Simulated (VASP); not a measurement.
# BN (Fmm2) in VASP: a series of runs, part 2 of 2

VASP 6.6.1. Earlier steps stand in the parts before.

### 3 Single point, r2SCAN

This run uses another cell than the first one, of the same volume but with other edges.

POSCAR

```
BN
1.0
    0.0000000000      3.2892181283      2.4460438784
    1.1778309010      0.0000000000      2.4460438784
    1.1778309010      3.2892181283      0.0000000000
B N
1 1
Direct
    0.0000486500      0.0000486500      0.9999513500
    0.6666513400      0.6666513400      0.3333486600
```

INCAR.step1

```
ALGO = Normal
EDIFF = 1E-4
ENCUT = 520
GGA = PE
ISMEAR = 0
LASPH = True
LCHARG = False
LREAL = False
LWAVE = True
NBANDS = 11
NELM = 60
PREC = Accurate
SIGMA = 0.05
```

INCAR.step2

```
ALGO = Normal
EDIFF = 1E-6
ENCUT = 520
ISIF = 2
ISMEAR = 0
ISTART = 1
LASPH = True
LCHARG = False
LMIXTAU = True
LREAL = False
LWAVE = False
METAGGA = R2SCAN
NBANDS = 11
NELM = 60
PREC = Accurate
SIGMA = 0.05
```

KPOINTS

```
k-points
0
Gamma
  12 12 12
```

Potentials or basis: VASP PAW PBE potentials, release 64 (B, N).

Run with:

```
> cat potpaw_PBE.64/B/POTCAR potpaw_PBE.64/N/POTCAR > POTCAR
> cp INCAR.step1 INCAR
> mpirun -np 1 vasp_std > vasp.out
> cp INCAR.step2 INCAR
> mpirun -np 1 vasp_std > vasp.out
```

OUTCAR:

```text
EDIFF = 1E-6
   ENCUT = 520
   ISIF = 2
   ISMEAR = 0
   ISTART = 1
   LASPH = True
   LREAL = False
   METAGGA = R2SCAN
   NELM = 60
   PREC = Accurate

 ion  position               nearest neighbor table
   1  0.000  0.000  1.000-   2 1.43   2 1.43   2 1.63
   2  0.667  0.667  0.333-   1 1.43   1 1.43   1 1.63

  LATTYP: Found a face centered orthorhombic cell.
 ALAT       =     2.3556618020
 B/A-ratio  =     2.0767360377
 C/A-ratio  =     2.7926064136

  Lattice vectors:

 A1 = (  -0.0000000000,   3.2892181283,   2.4460438784)
 A2 = (  -1.1778309010,   3.2892181283,   0.0000000000)
 A3 = (  -1.1778309010,   0.0000000000,   2.4460438784)

Analysis of symmetry for initial positions (statically):
=====================================================================
 Subroutine PRICEL returns:
 Original cell was already a primitive cell.

 Routine SETGRP: Setting up the symmetry group for a
 face centered orthorhombic supercell.

 Subroutine GETGRP returns: Found  4 space group operations
 (whereof  4 operations were pure point group operations)
 out of a pool of  8 trial point group operations.

The static configuration has the point symmetry C_2v.
[... 164 lines left out ...]
 cond. band min:       5.1182257321   @ k =   0.0000   0.5000   0.5000
 fundamental gap:      3.0395897669
 Fermi energy:         2.3391705535

 k-point     1 :       0.0000    0.0000    0.0000
  band No.  band energies     occupation
      1     -16.6049      2.00000
      2      -1.9418      2.00000
      3      -0.3579      2.00000
      4       1.2113      2.00000
      5       6.6432      0.00000
      6      10.6143      0.00000
      7      15.0035      0.00000
      8      15.5305      0.00000
      9      18.3609      0.00000
     10      27.1996      0.00000
     11      29.3503      0.00000
[... 309 lines left out ...]
 k-point    24 :      -0.4167    0.1667   -0.0000
  band No.  band energies     occupation
      1     -12.9835      2.00000
      2      -6.5550      2.00000
      3      -4.0511      2.00000
      4       1.7113      2.00000
      5       7.1565      0.00000
      6      11.6189      0.00000
      7      15.2664      0.00000
      8      17.4976      0.00000
      9      20.9195      0.00000
     10      22.5734      0.00000
     11      25.8011      0.00000

 [... further k-points ...]
[... 5 lines left out ...]
  --------------------------------------------------------------------------------------
  -------------------------------------------------------------------------------------
  Total        4.7484920      0.2616258     -9.8467210      0.0000000      0.0000000      0.0000000
  in kB      401.4176201     22.1167507   -832.4005504      0.0000000      0.0000000      0.0000000
  external PRESSURE =    -136.2887266 kB  Pullay stress =       0.0000000 kB

 VOLUME and BASIS-vectors are now :
 -----------------------------------------------------------------------------
  energy-cutoff  :      520.00
  volume of cell :       18.95
      direct lattice vectors                 reciprocal lattice vectors
     0.000000000  3.289218128  2.446043878    -0.424509155  0.152011810  0.204411705
     1.177830901  0.000000000  2.446043878     0.424509155 -0.152011810  0.204411705
     1.177830901  3.289218128  0.000000000     0.424509155  0.152011810 -0.204411705

 POSITION                                       TOTAL-FORCE (eV/Angst)
 -----------------------------------------------------------------------------------
      1.17783      3.28922      0.00024         0.000000      0.000000     -0.131287
      1.17783      3.28922      3.26132         0.000000      0.000000      0.131287
 -----------------------------------------------------------------------------------
    total drift:                                0.000003     -0.000009      0.000014

  FREE ENERGIE OF THE ION-ELECTRON SYSTEM (eV)
  ---------------------------------------------------
  free  energy   TOTEN  =       -18.5157072102 eV

  energy  without entropy=      -18.5157072102  energy(sigma->0) =      -18.51570721
```

OSZICAR.step1:

```text
N       E                     dE             d eps       ncg     rms          rms(c)
DAV:   1     0.138457779381E+02    0.13846E+02   -0.46042E+03  6240   0.683E+02
DAV:   2    -0.177077891131E+02   -0.31554E+02   -0.30372E+02  7520   0.157E+02
DAV:   3    -0.185209049070E+02   -0.81312E+00   -0.81181E+00  7524   0.234E+01
DAV:   4    -0.185233705343E+02   -0.24656E-02   -0.24656E-02  6675   0.143E+00
DAV:   5    -0.185233807180E+02   -0.10184E-04   -0.10184E-04  7299   0.825E-02    0.772E+00
DAV:   6    -0.170059452227E+02    0.15174E+01   -0.59239E+00  6970   0.129E+01    0.346E+00
DAV:   7    -0.168840291983E+02    0.12192E+00   -0.19756E-01  7261   0.356E+00    0.214E+00
DAV:   8    -0.168485032408E+02    0.35526E-01   -0.11257E-01  7334   0.217E+00    0.269E-01
DAV:   9    -0.168487925130E+02   -0.28927E-03   -0.47710E-03  6639   0.555E-01    0.141E-01
DAV:  10    -0.168491150116E+02   -0.32250E-03   -0.60055E-04  6961   0.188E-01    0.335E-02
DAV:  11    -0.168491482155E+02   -0.33204E-04   -0.41995E-05  6126   0.520E-02
   1 F= -.16849148E+02 E0= -.16849148E+02  d E =-.776428E-24
```

Run time: 3 min. Hardware: 1 thread of Intel Xeon Platinum 8488C (Sapphire Rapids), shared host; peak memory 0.18 GiB.

Results:

* Free energy: -18.5157 eV
* Pressure: -13.6 GPa
* Largest force: 0.131 eV/Å
* Band gap on the k mesh: 3.04 eV, indirect (least direct gap 5.07 eV)

Forces in eV/Å, atoms in the order of the input:
```
B    0.000  0.000 -0.131
N    0.000  0.000  0.131
```

Levels at points of the mesh, in eV from the valence-band top:
```tsv
k point	band 1	band 2	band 3	band 4	band 5	band 6	band 7	band 8	band 9
(0.00, 0.00, 0.00)	-18.68	-4.02	-2.44	-0.87	4.56	8.54	12.92	13.45	16.28
(0.50, 0.00, 0.00)	-15.14	-9.00	-4.97	-0.59	5.01	7.77	13.78	16.44	19.66
(0.50, 0.50, 0.00)	-16.51	-9.62	-2.45	-1.34	6.33	10.16	12.07	14.92	20.11
(0.50, 0.00, 0.50)	-18.37	-6.35	-2.35	-0.91	7.02	10.09	13.27	14.48	16.52
(0.00, 0.50, 0.50)	-16.30	-9.25	-2.93	-2.52	3.04	13.42	15.80	15.99	20.25
```

Caveat: the PAW data sets were made with another functional, which shifts forces and pressure a little. A k mesh can miss the band edges.

### 4 Single point, r2SCAN

This run uses another cell than the first one, of the same volume but with other edges.

POSCAR

```
BN
1.0
    0.0000000000      3.5938268421      2.0489685745
    1.2869077520      0.0000000000      2.0489685745
    1.2869077520      3.5938268421      0.0000000000
B N
1 1
Direct
    0.0000486500      0.0000486500      0.9999513500
    0.6666513400      0.6666513400      0.3333486600
```

INCAR.step1

```
ALGO = Normal ; EDIFF = 1E-4
ENCUT = 520 ; GGA = PE
ISMEAR = 0 ; LASPH = True
LCHARG = False ; LREAL = False
LWAVE = True ; NBANDS = 11
NELM = 60 ; PREC = Accurate
SIGMA = 0.05
```

INCAR.step2

```
ALGO = Normal ; EDIFF = 1E-6
ENCUT = 520 ; ISIF = 2
ISMEAR = 0 ; ISTART = 1
LASPH = True ; LCHARG = True
LELF = True ; LMIXTAU = True
LREAL = False ; LVHAR = True
LWAVE = False ; METAGGA = R2SCAN
NBANDS = 11 ; NELM = 60
PREC = Accurate ; SIGMA = 0.05
```

KPOINTS is that of step 3.

Run with:

```
> cat potpaw_PBE.64/B/POTCAR potpaw_PBE.64/N/POTCAR > POTCAR
> cp INCAR.step1 INCAR
> mpirun -np 1 vasp_std > vasp.out
> cp INCAR.step2 INCAR
> mpirun -np 1 vasp_std > vasp.out
```

It took 2 min on 1 thread of Intel Xeon Platinum 8488C (Sapphire Rapids), shared host; peak memory 0.18 GiB.

The run converged. Its results:

| Property | Result |
| --- | --- |
| Free energy | -19.1089 eV |
| Pressure | 11.4 GPa |
| Largest force | 1.533 eV/Å |
| Band gap on the k mesh | 4.78 eV, indirect (least direct gap 5.41 eV) |

Forces on the atoms (eV/Å):
```
B    0.000  0.000  1.533
N    0.000  0.000 -1.533
```

Stress tensor (GPa, compression positive):
```
-14.84   0.00   0.00
  0.00  -1.00   0.00
  0.00   0.00  49.96
```

Levels at points of the mesh, in eV from the valence-band top:
```
           k point  band 1  band 2  band 3  band 4  band 5  band 6  band 7  band 8  band 9
(0.00, 0.00, 0.00)  -19.18   -5.03   -1.55   -1.33    4.92   11.71   12.71   14.51   17.00
(0.50, 0.00, 0.00)  -15.98   -9.68   -4.00   -1.38    5.18   11.69   13.92   16.05   20.47
(0.50, 0.50, 0.00)  -15.44   -9.39   -5.32   -0.19    6.48    9.04   13.32   14.67   19.61
(0.50, 0.00, 0.50)  -19.03   -6.46   -1.57   -1.33    9.84   11.58   11.62   14.96   17.08
(0.00, 0.50, 0.50)  -15.37   -9.25   -5.35   -0.93    4.78    9.23   15.07   20.39   20.58
```

Caveat: the PAW data sets were made with another functional, which shifts forces and pressure a little. A k mesh can miss the band edges.

### 5 Single point, r2SCAN

This run uses another cell than the first one, of the same volume but with other edges.

POSCAR

```
BN
1.0
    0.0000000000      3.3860148788      2.3081916704
    1.2124926958      0.0000000000      2.3081916704
    1.2124926958      3.3860148788      0.0000000000
B N
1 1
Direct
    0.0000486500      0.0000486500      0.9999513500
    0.6666513400      0.6666513400      0.3333486600
```

INCAR.step1

```
SYSTEM = BN
PREC = Accurate
ENCUT = 520
ISMEAR = 0
SIGMA = 0.05
LREAL = .FALSE.
LASPH = .TRUE.
NELM = 80
NBANDS = 11
GGA = PE
ALGO = Normal
EDIFF = 1E-4
LWAVE = .TRUE.
LCHARG = .FALSE.
```

INCAR.step2

```
SYSTEM = BN
PREC = Accurate
ENCUT = 520
EDIFF = 1E-6
ISMEAR = 0
SIGMA = 0.05
LREAL = .FALSE.
LASPH = .TRUE.
NELM = 80
ALGO = Normal
ISIF = 2
LWAVE = .FALSE.
LCHARG = .FALSE.
METAGGA = R2SCAN
LMIXTAU = .TRUE.
NBANDS = 11
ISTART = 1
```

KPOINTS

```
regular mesh
0
G
  12 12 12
  0 0 0
```

Run with:

```
> cat potpaw_PBE.64/B/POTCAR potpaw_PBE.64/N/POTCAR > POTCAR
> cp INCAR.step1 INCAR
> mpirun -np 1 vasp_std > vasp.out
> cp INCAR.step2 INCAR
> mpirun -np 1 vasp_std > vasp.out
```

It took 2.9 min on 1 thread of Intel Xeon Platinum 8488C (Sapphire Rapids), shared host; peak memory 0.18 GiB.

Results (log left out):

```yaml
Free_energy: -19.0744 eV
Pressure: -8.9 GPa
Largest_force: 0.528 eV/Å
Band_gap_on_the_k_mesh: 3.67 eV, indirect (least direct gap 5.21 eV)
```

Forces on the atoms (eV/Å):
```
B    0.000  0.000 -0.528
N    0.000  0.000  0.528
```

Stress tensor (GPa, compression positive):
```
 19.83   0.00   0.00
  0.00   0.77   0.00
  0.00   0.00 -47.33
```

Levels at points of the mesh, in eV from the valence-band top:
| k point | band 1 | band 2 | band 3 | band 4 | band 5 | band 6 | band 7 | band 8 | band 9 |
| --- | --- | --- | --- | --- | --- | --- | --- | --- | --- |
| (0.00, 0.00, 0.00) | -18.75 | -4.30 | -1.92 | -1.26 | 5.13 | 10.11 | 12.89 | 13.62 | 15.49 |
| (0.50, 0.00, 0.00) | -15.35 | -9.17 | -4.79 | -0.80 | 5.11 | 9.02 | 13.96 | 16.60 | 20.66 |
| (0.50, 0.50, 0.00) | -16.09 | -9.57 | -3.40 | -0.99 | 6.41 | 10.49 | 12.26 | 14.38 | 21.42 |
| (0.50, 0.00, 0.50) | -18.50 | -6.30 | -1.89 | -1.29 | 9.52 | 10.31 | 12.75 | 13.46 | 16.84 |
| (0.00, 0.50, 0.50) | -15.94 | -9.30 | -3.46 | -2.26 | 3.67 | 12.05 | 15.54 | 18.03 | 20.68 |

Caveat: the PAW data sets were made with another functional, which shifts forces and pressure a little. A k mesh can miss the band edges.

### 6 Overview

```tsv
cell	gap on the mesh (eV)	pressure (GPa)	largest force (eV/Å)
a = 4.171, b = 2.350, c = 3.919 Å, angles 79.1, 33.6, 67.3°, 2 atoms	4.50	26.3	4.15
a = 4.099, b = 2.715, c = 3.494 Å, angles 81.6, 40.9, 57.5°, 2 atoms	3.04	-13.6	0.13
a = 4.137, b = 2.420, c = 3.817 Å, angles 79.7, 35.1, 65.2°, 2 atoms	4.78	11.4	1.53
a = 4.098, b = 2.607, c = 3.597 Å, angles 81.0, 38.9, 60.1°, 2 atoms	3.67	-8.9	0.53
```

Alike in all rows: task single point; level r2SCAN; potentials or basis VASP PAW PBE potentials, release 64 (B, N); no spin polarisation; k mesh 12 × 12 × 12; cutoff (eV) 520; smearing gaussian 0.05 eV.

Caveats: the PAW data sets were made with another functional, which shifts forces and pressure a little.

Total energies depend on the potentials used, so only differences within one code and one set of settings carry meaning.
